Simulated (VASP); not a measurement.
# CoPdO2 (R-3m) in VASP: settings compared

The runs below take CoPdO2 through single point, with PBE, PBEsol, LDA.

All numbers are computed with VASP 6.6.1; they aren't measurements. Logs are shortened: lines on timing, memory, paths and dates and some standing lists are left out, and cuts for length are marked.

## Step 1: The cell of the first run

The structure is trigonal, space group R-3m (No. 166). Conventional cell: a = 2.844 Å, b = 2.844 Å, c = 17.753 Å, α = 90.00°, β = 90.00°, γ = 120.00°. Pd (site symmetry -3m) has 2 O at 2.00 Å within 2.6 Å. Co (site symmetry -3m) has 6 O at 1.90 Å within 2.5 Å. Within 2.5 Å of O (site symmetry 3m) lie 3 Co at 1.90 Å and 1 Pd at 2.00 Å.

## Step 2: Single point, PBE, collinear spin, ferromagnetic start

Input file INCAR:

```
SYSTEM = CoPdO2
PREC = Accurate ; ENCUT = 520
EDIFF = 1E-6 ; ISMEAR = -1
SIGMA = 0.05 ; LREAL = .False.
LASPH = .True. ; NELM = 150
ALGO = Normal ; ISIF = 2
LWAVE = .False. ; LCHARG = .False.
ISPIN = 2 ; MAGMOM = 0 2 0 0
LORBIT = 11 ; LMAXMIX = 4
GGA = PE ; NBANDS = 28
```

Input file KPOINTS:

```
Automatic mesh
0
Gamma
  11 11 11
  0 0 0
```

Input file POSCAR:

```
CoPdO2
1.0
    1.4220809608      0.8210388255      5.9177853274
   -1.4220809608      0.8210388255      5.9177853274
    0.0000000000     -1.6420776510      5.9177853274
Pd Co O
1 1 2
Direct
    0.0000000000      0.0000000000      0.0000000000
    0.5000000000      0.5000000000      0.5000000000
    0.1124760000      0.1124760000      0.1124760000
    0.8875240000      0.8875240000      0.8875240000
```

Potentials or basis: VASP PAW PBE potentials, release 64 (Pd, Co, O).

On the command line:

```sh
$ cat potpaw_PBE.64/Pd/POTCAR potpaw_PBE.64/Co/POTCAR potpaw_PBE.64/O/POTCAR > POTCAR
$ mpirun -np 1 vasp_std > vasp.out
```

OUTCAR:

```text
SYSTEM = CoPdO2
   PREC = Accurate
   ENCUT = 520
   EDIFF = 1E-6
   ISMEAR = -1
   LREAL = .False.
   LASPH = .True.
   NELM = 150
   ISIF = 2
   ISPIN = 2
   LORBIT = 11
   GGA = PE

 ion  position               nearest neighbor table
   1  0.000  0.000  0.000-   3 2.00   4 2.00
   2  0.500  0.500  0.500-   3 1.90   4 1.90   3 1.90   3 1.90   4 1.90   4 1.90
   3  0.112  0.112  0.112-   2 1.90   2 1.90   2 1.90   1 2.00
   4  0.888  0.888  0.888-   2 1.90   2 1.90   2 1.90   1 2.00

  LATTYP: Found a trigonal (rhomboedric) cell.
 ALAT       =     6.1413843874
 COS(alpha) =     0.8927626487

  Lattice vectors:

 A1 = (   1.4220809608,   0.8210388255,   5.9177853274)
 A2 = (  -1.4220809608,   0.8210388255,   5.9177853274)
 A3 = (   0.0000000000,  -1.6420776510,   5.9177853274)

Analysis of symmetry for initial positions (statically):
=====================================================================
 Subroutine PRICEL returns:
 Original cell was already a primitive cell.

 Routine SETGRP: Setting up the symmetry group for a
 trigonal (rhombohedral) supercell.

 Subroutine GETGRP returns: Found 12 space group operations
 (whereof 12 operations were pure point group operations)
 out of a pool of 12 trial point group operations.

The static configuration has the point symmetry D_3d.

Analysis of symmetry for dynamics (positions and initial velocities):
=====================================================================
 Subroutine PRICEL returns:
 Original cell was already a primitive cell.

 Routine SETGRP: Setting up the symmetry group for a
 trigonal (rhombohedral) supercell.

 Subroutine GETGRP returns: Found 12 space group operations
 (whereof 12 operations were pure point group operations)
 out of a pool of 12 trial point group operations.

The dynamic configuration has the point symmetry D_3d.

Analysis of structural, dynamic, and magnetic symmetry:
=====================================================================
 Subroutine PRICEL returns:
 Original cell was already a primitive cell.

 Routine SETGRP: Setting up the symmetry group for a
 trigonal (rhombohedral) supercell.

 Subroutine GETGRP returns: Found 12 space group operations
 (whereof 12 operations were pure point group operations)
 out of a pool of 12 trial point group operations.

The overall configuration has the point symmetry D_3d.

 Subroutine INISYM returns: Found 12 space group operations
 (whereof 12 operations are pure point group operations),
 and found     1 'primitive' translations

----------------------------------------------------------------------------------------

                                     Primitive cell

  volume of cell :      41.4571

  direct lattice vectors                    reciprocal lattice vectors
     1.422080961  0.821038825  5.917785327     0.351597422  0.202994866  0.056327378
    -1.422080961  0.821038825  5.917785327    -0.351597422  0.202994866  0.056327378
     0.000000000 -1.642077651  5.917785327     0.000000000 -0.405989733  0.056327378

  length of vectors
     6.141384387  6.141384387  6.141384387     0.409878563  0.409878563  0.409878563

  position of ions in fractional coordinates (direct lattice)
     0.000000000  0.000000000  0.000000000
     0.500000000  0.500000000  0.500000000
     0.112476000  0.112476000  0.112476000
     0.887524000  0.887524000  0.887524000

  ion indices of the primitive-cell ions
   primitive index   ion index
                 1           1
                 2           2
                 3           3
                 4           4

----------------------------------------------------------------------------------------

 KPOINTS: Automatic mesh

Automatic generation of k-mesh.
 Grid dimensions read from file:
 generate k-points for:   11   11   11

 Generating k-lattice:

  Cartesian coordinates                     Fractional coordinates (reciprocal lattice)
     0.031963402  0.018454079  0.005120671     0.090909091  0.000000000  0.000000000
    -0.031963402  0.018454079  0.005120671     0.000000000  0.090909091  0.000000000
     0.000000000 -0.036908158  0.005120671     0.000000000  0.000000000  0.090909091

  Length of vectors
     0.037261688  0.037261688  0.037261688

  Shift w.r.t. Gamma in fractional coordinates (k-lattice)
     0.000000000  0.000000000  0.000000000

 Subroutine IBZKPT returns following result:
 ===========================================

 Found    146 irreducible k-points:

 Following reciprocal coordinates:
            Coordinates               Weight
  0.000000  0.000000  0.000000      1.000000
  0.090909  0.000000  0.000000      6.000000
  0.181818  0.000000  0.000000      6.000000
  0.272727  0.000000  0.000000      6.000000
  0.363636  0.000000  0.000000      6.000000
  0.454545 -0.000000  0.000000      6.000000
[... 16 lines left out ...]
 -0.272727  0.181818 -0.000000     12.000000
 -0.181818  0.181818  0.000000      6.000000
 [... further k-points ...]
   k-points           NKPTS =    146   k-points in BZ     NKDIM =    146   number of bands    NBANDS=     28
   number of dos      NEDOS =    301   number of ions     NIONS =      4
   total plane-waves  NPLWV = 110592
   dimension x,y,z NGX =    48 NGY =   48 NGZ =   48
   dimension x,y,z NGXF=    96 NGYF=   96 NGZF=   96
   ions per type =               1   1   2
   NGX,Y,Z   is equivalent  to a cutoff of  12.99, 12.99, 12.99 a.u.
   NGXF,Y,Z  is equivalent  to a cutoff of  25.99, 25.99, 25.99 a.u.
 SYSTEM =  CoPdO2
   PREC   = accura    normal or accurate (medium, high low for compatibility)
   ISTART =      0    job   : 0-new  1-cont  2-samecut
   ICHARG =      2    charge: 1-file 2-atom 10-const
   ISPIN  =      2    spin polarized calculation?
   LNONCOLLINEAR =      F non collinear calculations
   LSORBIT =      F    spin-orbit coupling
   LASPH  =      T    aspherical Exc in radial PAW
   ENCUT  =  520.0 eV  38.22 Ry    6.18 a.u.  11.42 11.42 11.42*2*pi/ulx,y,z
   NELM   =    150;   NELMIN=  2; NELMDL= -5     # of ELM steps
   EDIFF  = 0.1E-05   stopping-criterion for ELM
   LREAL  =      F    real-space projection
   EDIFFG = 0.1E-04   stopping-criterion for IOM
   NSW    =      0    number of steps for IOM
   IBRION =     -1    ionic relax: 0-MD 1-quasi-New 2-CG
   NFREE  =      0    steps in history (QN), initial steepest desc. (CG)
   ISIF   =      2    stress and relaxation
   ISYM   =      2    0-nonsym 1-usesym 2-fastsym
   POTIM  = 0.5000    time-step for ionic-motion
   TEBEG  =    0.0;   TEEND  =   0.0 temperature during run
   PSTRESS=    0.0 pullay stress
   NELECT =      31.0000    total number of electrons
   NUPDOWN=      -1.0000    fix difference up-down
   EMIN   =  10.00;   EMAX   =-10.00  energy-range for DOS
   EFERMI =   0.00;   METHOD = LEGACY
   ISMEAR =    -1;   SIGMA  =   0.05  broadening in eV -4-tet -1-fermi 0-gaus
   EFERMI_NEDOS =   21; number of points for ismear=-14 and -15
   IALGO  =     38    algorithm
   IMIX   =      4    mixing-type and parameters
     AMIX     =   0.40;   BMIX     =  1.00
     AMIX_MAG =   1.60;   BMIX_MAG =  1.00
  volume/ion in A,a.u.               =      10.36        69.94
  Fermi-wavevector in a.u.,A,eV,Ry     =   1.485922  2.807985 30.041162  2.207963
  Thomas-Fermi vector in A             =   2.599273
   LORBIT       =     11    0 simple, 1 ext, 2 COOP (PROOUT), +10 PAW based schemes
   GGA     = PE    functional components
   LHFCALC =     F    Hartree Fock is set to
   AEXX    =    0.0000 exact exchange contribution
   IVDW    =     0    specifies the selected vdW correction
   LEPSILON=     F    determine dielectric tensor
   LRPA    =     F    only Hartree local field effects (RPA)
 spin polarized calculation
  energy-cutoff  :      520.00
  volume of cell :       41.46
 maximum number of plane-waves:      1138
 NGX is ok and might be reduce to    48
   NGX = 23   NGY = 23   NGZ = 23

 number of electron      31.0000003 magnetization      -0.0001458

 number of electron      31.0000003 magnetization       0.0000058

 Free energy of the ion-electron system (eV)
  ---------------------------------------------------
  ext. energy  EPLUGINS =         0.00000000
  ---------------------------------------------------
  free energy    TOTEN  =       -25.60617241 eV

  energy without entropy =      -25.60386517  energy(sigma->0) =      -25.60501879

 E-fermi :   7.6318     XC(G=0): -12.4306

 val. band max:        7.4914636464   @ k =  -0.1818   0.1818   0.0000
 cond. band min:       7.8844070312   @ k =   0.4545   0.4545   0.0000
 fundamental gap:      0.3929433849
 Fermi energy:         7.6317607992

 spin component 1

 k-point     1 :       0.0000    0.0000    0.0000
  band No.  band energies     occupation
      1     -13.1982      1.00000
      2     -11.3139      1.00000
      3      -0.7781      1.00000
      4       1.6786      1.00000
      5       1.6786      1.00000
      6       2.7346      1.00000
[... 19 lines left out ...]
     26      27.0512      0.00000
     27      29.3793      0.00000
[... 667 lines left out ...]
      5       1.6955      1.00000
      6       2.1711      1.00000
[... 19 lines left out ...]
     26      25.7918      0.00000
     27      26.3733      0.00000

 [... further k-points ...]

 spin component 2

 k-point     1 :       0.0000    0.0000    0.0000
  band No.  band energies     occupation
      1     -13.1982      1.00000
      2     -11.3139      1.00000
      3      -0.7780      1.00000
      4       1.6786      1.00000
      5       1.6786      1.00000
      6       2.7346      1.00000
[... 19 lines left out ...]
     26      27.0512      0.00000
     27      29.3793      0.00000
[... 667 lines left out ...]
      5       1.6955      1.00000
      6       2.1711      1.00000
[... 19 lines left out ...]
     26      25.7918      0.00000
     27      26.3733      0.00000

 [... further k-points ...]

 [bands above 27 left out]

------------------------ aborting loop because EDIFF is reached ----------------------------------------

  FORCE on cell =-STRESS in cart. coord.  units (eV):
  Direction    XX          YY          ZZ          XY          YZ          ZX
  --------------------------------------------------------------------------------------
  -------------------------------------------------------------------------------------
  Total        0.7848582      0.7848582      1.0044103      0.0000000      0.0000000     -0.0000000
  in kB       30.3321566     30.3321566     38.8171150      0.0000000      0.0000000     -0.0000000
  external PRESSURE =      33.1604761 kB  Pullay stress =       0.0000000 kB

 VOLUME and BASIS-vectors are now :
 -----------------------------------------------------------------------------
  energy-cutoff  :      520.00
  volume of cell :       41.46
      direct lattice vectors                 reciprocal lattice vectors
     1.422080961  0.821038825  5.917785327     0.351597422  0.202994866  0.056327378
    -1.422080961  0.821038825  5.917785327    -0.351597422  0.202994866  0.056327378
     0.000000000 -1.642077651  5.917785327     0.000000000 -0.405989733  0.056327378

 POSITION                                       TOTAL-FORCE (eV/Angst)
 -----------------------------------------------------------------------------------
      0.00000      0.00000      0.00000         0.000000     -0.000000      0.000000
      0.00000      0.00000      8.87668         0.000000      0.000000      0.000000
      0.00000      0.00000      1.99683         0.000000     -0.000000      0.025106
      0.00000      0.00000     15.75653         0.000000      0.000000     -0.025106
 -----------------------------------------------------------------------------------
    total drift:                                0.000000      0.000000     -0.000000

  FREE ENERGIE OF THE ION-ELECTRON SYSTEM (eV)
  ---------------------------------------------------
  free  energy   TOTEN  =       -25.6061724137 eV

  energy  without entropy=      -25.6038651695  energy(sigma->0) =      -25.60501879

 total charge

# of ion       s       p       d       tot
------------------------------------------
    1        0.478   0.467   8.452   9.396
    2        0.430   0.660   7.328   8.417
    3        1.559   3.442   0.000   5.001
    4        1.559   3.442   0.000   5.001
--------------------------------------------------
tot          4.026   8.010  15.780  27.816

 magnetization (x)

# of ion       s       p       d       tot
------------------------------------------
    1        0.000   0.000  -0.000   0.000
    2        0.000  -0.000   0.000   0.000
    3       -0.000  -0.000   0.000  -0.000
    4       -0.000  -0.000   0.000  -0.000
--------------------------------------------------
tot          0.000  -0.000   0.000   0.000
```

Run time: 12 min. Hardware: 1 thread of Intel Xeon 6975P-C (Granite Rapids), shared host; peak memory 0.59 GiB.

Results:

* Free energy: -25.6062 eV
* Pressure: 3.3 GPa
* Largest force: 0.025 eV/Å
* Net moment: 0.00 μB per cell
* Valence electrons inside the program's atomic spheres: Pd 9.40; Co 8.42; O 5.00

Forces on the atoms (eV/Å):
```
Pd   0.000  0.000  0.000
Co   0.000  0.000  0.000
O    0.000  0.000  0.025
O    0.000  0.000 -0.025
```

Stress tensor (GPa, compression positive):
```
3.03 0.00 0.00
0.00 3.03 0.00
0.00 0.00 3.88
```

Levels at points of the mesh, in eV from the Fermi level:
Spin up:
| k point | band 14 | band 15 | band 16 | band 17 | band 18 | band 19 |
| --- | --- | --- | --- | --- | --- | --- |
| (0.00, 0.00, 0.00) | -1.33 | -1.33 | -0.87 | 2.20 | 2.20 | 3.10 |
Spin down:
```csv
k point,band 12,band 13,band 14,band 15,band 16,band 17,band 18,band 19,band 20,band 21
"(0.00, 0.00, 0.00)",-1.59,-1.59,-1.33,-1.33,-0.87,2.20,2.20,3.10,6.58,9.53
```

Caveat: the starting moments collapsed, and a magnetic state may lie lower; semilocal functionals often make such compounds metallic where correlation or magnetic order opens a gap, which also shifts bond lengths. With open d or f shells a metallic result of PBE can be an artefact of self-interaction; +U or a hybrid may open a gap.

[end of part 1 of 4]
